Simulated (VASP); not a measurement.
# Hf (Im-3m) in VASP: notebook

Hf is run at these levels: PBE; tasks: relaxation of cell and atoms, single point.

All numbers are computed with VASP 6.6.1; they aren't measurements. Logs are shortened: lines on timing, memory, paths and dates and some standing lists are left out, and cuts for length are marked.

### 1 The cell of the first run

The structure is cubic, space group Im-3m (No. 229). Conventional cell: a = 3.551 Å, b = 3.551 Å, c = 3.551 Å, α = 90.00°, β = 90.00°, γ = 90.00°. Hf (site symmetry m-3m) has 14 Hf at 3.07 to 3.55 Å within 4.0 Å.

### 2 Relaxation of cell and atoms, PBE

File INCAR:

```
SYSTEM = Hf
  ALGO = Normal
  EDIFF = 1E-7
  EDIFFG = -0.01
  ENCUT = 500
  GGA = PE
  GGA_COMPAT = .FALSE.
  IBRION = 2
  ISIF = 3
  ISMEAR = -1
  LASPH = .TRUE.
  LCHARG = .FALSE.
  LREAL = .FALSE.
  LWAVE = .FALSE.
  NELM = 120
  NELMIN = 4
  NSW = 80
  PREC = Accurate
  SIGMA = 0.1
```

File KPOINTS:

```
k-points
0
G
  12 12 12
  0 0 0
```

File POSCAR:

```
Hf
1.0
   -1.7752869173      1.7752869173      1.7752869173
    1.7752869173     -1.7752869173      1.7752869173
    1.7752869173      1.7752869173     -1.7752869173
Hf
1
Direct
    0.0000000000      0.0000000000      0.0000000000
```

Potentials or basis: VASP PAW PBE potentials, release 64 (Hf_pv).

Launch:

```
cat potpaw_PBE.64/Hf_pv/POTCAR > POTCAR
mpirun -np 1 vasp_std > vasp.out
```

OUTCAR:

```text
SYSTEM = Hf
   EDIFF = 1E-7
   EDIFFG = -0.01
   ENCUT = 500
   GGA = PE
   IBRION = 2
   ISIF = 3
   ISMEAR = -1
   LASPH = .TRUE.
   LREAL = .FALSE.
   NELM = 120
   NELMIN = 4
   NSW = 80
   PREC = Accurate

 ion  position               nearest neighbor table
   1  0.000  0.000  0.000-

  LATTYP: Found a body centered cubic cell.
 ALAT       =     3.5505738346

  Lattice vectors:

 A1 = (  -1.7752869173,   1.7752869173,   1.7752869173)
 A2 = (   1.7752869173,  -1.7752869173,   1.7752869173)
 A3 = (   1.7752869173,   1.7752869173,  -1.7752869173)

Analysis of symmetry for initial positions (statically):
=====================================================================
 Subroutine PRICEL returns:
 Original cell was already a primitive cell.

 Routine SETGRP: Setting up the symmetry group for a
 body centered cubic supercell.

 Subroutine GETGRP returns: Found 48 space group operations
 (whereof 48 operations were pure point group operations)
 out of a pool of 48 trial point group operations.

The static configuration has the point symmetry O_h .

Analysis of symmetry for dynamics (positions and initial velocities):
=====================================================================
 Subroutine PRICEL returns:
 Original cell was already a primitive cell.

 Routine SETGRP: Setting up the symmetry group for a
 body centered cubic supercell.

 Subroutine GETGRP returns: Found 48 space group operations
 (whereof 48 operations were pure point group operations)
 out of a pool of 48 trial point group operations.

The dynamic configuration has the point symmetry O_h .

 Subroutine INISYM returns: Found 48 space group operations
 (whereof 48 operations are pure point group operations),
 and found     1 'primitive' translations

----------------------------------------------------------------------------------------

                                     Primitive cell

  volume of cell :      22.3803

  direct lattice vectors                    reciprocal lattice vectors
    -1.775286917  1.775286917  1.775286917     0.000000000  0.281644615  0.281644615
     1.775286917 -1.775286917  1.775286917     0.281644615  0.000000000  0.281644615
     1.775286917  1.775286917 -1.775286917     0.281644615  0.281644615  0.000000000

  length of vectors
     3.074887139  3.074887139  3.074887139     0.398305634  0.398305634  0.398305634

  position of ions in fractional coordinates (direct lattice)
     0.000000000  0.000000000  0.000000000

  ion indices of the primitive-cell ions
   primitive index   ion index
                 1           1

----------------------------------------------------------------------------------------

 KPOINTS: k-points

Automatic generation of k-mesh.
 Grid dimensions read from file:
 generate k-points for:   12   12   12

 Generating k-lattice:

  Cartesian coordinates                     Fractional coordinates (reciprocal lattice)
     0.000000000  0.023470385  0.023470385     0.083333333  0.000000000  0.000000000
     0.023470385  0.000000000  0.023470385     0.000000000  0.083333333  0.000000000
     0.023470385  0.023470385  0.000000000     0.000000000  0.000000000  0.083333333

  Length of vectors
     0.033192136  0.033192136  0.033192136

  Shift w.r.t. Gamma in fractional coordinates (k-lattice)
     0.000000000  0.000000000  0.000000000

 Subroutine IBZKPT returns following result:
 ===========================================

 Found     72 irreducible k-points:

 Following reciprocal coordinates:
            Coordinates               Weight
  0.000000  0.000000  0.000000      1.000000
  0.083333  0.000000  0.000000     12.000000
  0.166667  0.000000  0.000000     12.000000
  0.250000  0.000000  0.000000     12.000000
  0.333333  0.000000  0.000000     12.000000
  0.416667  0.000000  0.000000     12.000000
[... 16 lines left out ...]
  0.333333  0.083333  0.083333     24.000000
  0.416667  0.083333  0.083333     12.000000
 [... further k-points ...]
   k-points           NKPTS =     72   k-points in BZ     NKDIM =     72   number of bands    NBANDS=      9
   number of dos      NEDOS =    301   number of ions     NIONS =      1
   total plane-waves  NPLWV =  13824
   dimension x,y,z NGX =    24 NGY =   24 NGZ =   24
   dimension x,y,z NGXF=    48 NGYF=   48 NGZF=   48
   ions per type =               1
   NGX,Y,Z   is equivalent  to a cutoff of  12.98, 12.98, 12.98 a.u.
   NGXF,Y,Z  is equivalent  to a cutoff of  25.95, 25.95, 25.95 a.u.
 SYSTEM =  Hf
   PREC   = accura    normal or accurate (medium, high low for compatibility)
   ISTART =      0    job   : 0-new  1-cont  2-samecut
   ICHARG =      2    charge: 1-file 2-atom 10-const
   ISPIN  =      1    spin polarized calculation?
   LNONCOLLINEAR =      F non collinear calculations
   LSORBIT =      F    spin-orbit coupling
   LASPH  =      T    aspherical Exc in radial PAW
   ENCUT  =  500.0 eV  36.75 Ry    6.06 a.u.   5.61  5.61  5.61*2*pi/ulx,y,z
   NELM   =    120;   NELMIN=  4; NELMDL= -5     # of ELM steps
   EDIFF  = 0.1E-06   stopping-criterion for ELM
   LREAL  =      F    real-space projection
   EDIFFG = -.1E-01   stopping-criterion for IOM
   NSW    =     80    number of steps for IOM
   IBRION =      2    ionic relax: 0-MD 1-quasi-New 2-CG
   NFREE  =      1    steps in history (QN), initial steepest desc. (CG)
   ISIF   =      3    stress and relaxation
   ISYM   =      2    0-nonsym 1-usesym 2-fastsym
   POTIM  = 0.5000    time-step for ionic-motion
   TEBEG  =    0.0;   TEEND  =   0.0 temperature during run
   PSTRESS=    0.0 pullay stress
   NELECT =      10.0000    total number of electrons
   NUPDOWN=      -1.0000    fix difference up-down
   EMIN   =  10.00;   EMAX   =-10.00  energy-range for DOS
   EFERMI =   0.00;   METHOD = LEGACY
   ISMEAR =    -1;   SIGMA  =   0.10  broadening in eV -4-tet -1-fermi 0-gaus
   EFERMI_NEDOS =   21; number of points for ismear=-14 and -15
   IALGO  =     38    algorithm
   IMIX   =      4    mixing-type and parameters
     AMIX     =   0.40;   BMIX     =  1.00
     AMIX_MAG =   1.60;   BMIX_MAG =  1.00
  volume/ion in A,a.u.               =      22.38       151.03
  Fermi-wavevector in a.u.,A,eV,Ry     =   1.251564  2.365112 21.312324  1.566412
  Thomas-Fermi vector in A             =   2.385505
   LORBIT       =      0    0 simple, 1 ext, 2 COOP (PROOUT), +10 PAW based schemes
   GGA     = PE    functional components
   LHFCALC =     F    Hartree Fock is set to
   AEXX    =    0.0000 exact exchange contribution
   IVDW    =     0    specifies the selected vdW correction
   LEPSILON=     F    determine dielectric tensor
   LRPA    =     F    only Hartree local field effects (RPA)
 conjugate gradient relaxation of ions
 non-spin polarized calculation
  energy-cutoff  :      500.00
  volume of cell :       22.38
 maximum number of plane-waves:       586
   NGX = 11   NGY = 11   NGZ = 11

--------------------------------------- Ionic step        1  -------------------------------------------

 number of electron      10.0000001 magnetization

 Free energy of the ion-electron system (eV)
  ---------------------------------------------------
  ext. energy  EPLUGINS =         0.00000000
  ---------------------------------------------------
  free energy    TOTEN  =        -9.77455085 eV

  energy without entropy =       -9.71021353  energy(sigma->0) =       -9.74238219

------------------------ aborting loop because EDIFF is reached ----------------------------------------

  FORCE on cell =-STRESS in cart. coord.  units (eV):
  Direction    XX          YY          ZZ          XY          YZ          ZX
  --------------------------------------------------------------------------------------
  -------------------------------------------------------------------------------------
  Total       -0.0806343     -0.0806343     -0.0806343      0.0000000      0.0000000     -0.0000000
  in kB       -5.7725106     -5.7725106     -5.7725106      0.0000000      0.0000000     -0.0000000
  external PRESSURE =      -5.7725106 kB  Pullay stress =       0.0000000 kB
[... 55 lines left out ...]
  energy  without entropy=       -9.7115594997  energy(sigma->0) =       -9.74305408

--------------------------------------- Ionic step        3  -------------------------------------------

 number of electron      10.0000001 magnetization

 Free energy of the ion-electron system (eV)
  ---------------------------------------------------
  ext. energy  EPLUGINS =         0.00000000
  ---------------------------------------------------
  free energy    TOTEN  =        -9.77478663 eV

  energy without entropy =       -9.71112398  energy(sigma->0) =       -9.74295530

 E-fermi :   4.6094     XC(G=0): -11.3077

 val. band max:        4.5976802322   @ k =   0.2500   0.2500   0.0000
 cond. band min:       4.6449831823   @ k =  -0.2500   0.3333   0.0833
 fundamental gap:      0.0473029501
 Fermi energy:         4.6094409595

 k-point     1 :       0.0000    0.0000    0.0000
  band No.  band energies     occupation
      1     -25.1971      2.00000
      2     -25.1971      2.00000
      3     -25.1971      2.00000
      4      -2.4419      2.00000
      5       6.1480      0.00000
      6       6.1480      0.00000
      7       6.1480      0.00000
      8       8.9436      0.00000
      9       8.9436      0.00000
[... 265 lines left out ...]
 k-point    24 :       0.4167    0.0833    0.0833
  band No.  band energies     occupation
      1     -25.9739      2.00000
      2     -25.5047      2.00000
      3     -25.2561      2.00000
      4       1.7528      2.00000
      5       3.9822      1.99623
      6       5.2891      0.00223
      7       9.0098      0.00000
      8       9.8216      0.00000
      9      12.9443      0.00000

 [... further k-points ...]
[... 5 lines left out ...]
  --------------------------------------------------------------------------------------
  -------------------------------------------------------------------------------------
  Total        0.0002934      0.0002934      0.0002934     -0.0000000      0.0000000     -0.0000000
  in kB        0.0211302      0.0211302      0.0211302     -0.0000000      0.0000000     -0.0000000
  external PRESSURE =       0.0211302 kB  Pullay stress =       0.0000000 kB
[... 16 lines left out ...]
  FREE ENERGIE OF THE ION-ELECTRON SYSTEM (eV)
  ---------------------------------------------------
  free  energy   TOTEN  =        -9.7747866299 eV

  energy  without entropy=       -9.7111239752  energy(sigma->0) =       -9.74295530

 reached required accuracy - stopping structural energy minimisation
```

Run time: 29 s. Hardware: 1 thread of AMD EPYC 7R43 (Zen 3), shared host; peak memory 0.12 GiB.

Results:

```yaml
Free_energy: -9.7748 eV
Relaxed_volume: 22.25 Å³/atom
Relaxed_cell: a = 3.069 Å, b = 3.069 Å, c = 3.069 Å, α = 109.47°, β = 109.47°, γ = 109.47°
Space_group_after_relaxing_to_0.05_Å: Im-3m (No. 229)
Energy_gained_by_relaxing: 0.2 meV/atom
Ionic_steps: 3
Pressure_after_relaxing: 0.0 GPa
Band_gap_on_the_k_mesh: zero (band 5 reaches 6.15 eV, above the bottom of band 6 at 3.97 eV)
```

Step by step:
```tsv
step	energy change (eV)	largest force (eV/Å)	pressure (GPa)	volume (Å³)
1	0.0000	0.0000	-0.58	22.38
2	0.0000	0.0000	0.59	22.12
3	-0.0002	0.0000	0.00	22.25
```

Final structure:
```yaml
crystal:
  lattice:
    - [-1.77183, 1.77183, 1.77183]
    - [1.77183, -1.77183, 1.77183]
    - [1.77183, 1.77183, -1.77183]
  atoms:
    - { symbol: Hf, position: [0.00000, 0.00000, 0.00000] }
```

Caveat: spin-orbit coupling is left out, which moves the levels of the heavy elements.

### 3 Single point, PBE, non-collinear spin, zero start, spin-orbit coupling

This run uses another cell than the first one, of 22.33 Å³/atom, 0.998 times its volume.

File INCAR:

```
SYSTEM = Hf
PREC = Accurate
ENCUT = 500
EDIFF = 1E-6
ISMEAR = -1
SIGMA = 0.1
LREAL = .FALSE.
LASPH = .TRUE.
NELM = 200
ALGO = Normal
ISIF = 2
LWAVE = .FALSE.
LCHARG = .FALSE.
LNONCOLLINEAR = .TRUE.
MAGMOM = 0 0 0
LORBIT = 11
LSORBIT = .TRUE.
GGA_COMPAT = .FALSE.
LORBMOM = .TRUE.
LMAXMIX = 4
GGA = PE
NBANDS = 21
```

File KPOINTS:

```
Automatic mesh
0
G
  12 12 12
  0 0 0
```

File POSCAR:

```
Hf
1.0
   -1.7739410565      1.7739410565      1.7739410565
    1.7739410565     -1.7739410565      1.7739410565
    1.7739410565      1.7739410565     -1.7739410565
Hf
1
Direct
    0.0000000000      0.0000000000      0.0000000000
```

Potentials or basis: VASP PAW PBE potentials, release 64 (Hf_pv).

Launch:

```
cat potpaw_PBE.64/Hf_pv/POTCAR > POTCAR
mpirun -np 1 vasp_ncl > vasp.out
```

Wall time 72 s (1 thread of AMD EPYC 7R43 (Zen 3), shared host); peak memory 0.18 GiB.

The run converged. Its results:

| Item | Value |
| --- | --- |
| Free energy | -10.4633 eV |
| Pressure | -0.8 GPa |
| Net moment | 0.00 μB per cell |
| Valence electrons inside the program's atomic spheres | Hf 8.39 |

Moments on the atoms (μB; x, y, z):
```
Hf  0.00 0.00 0.00
```
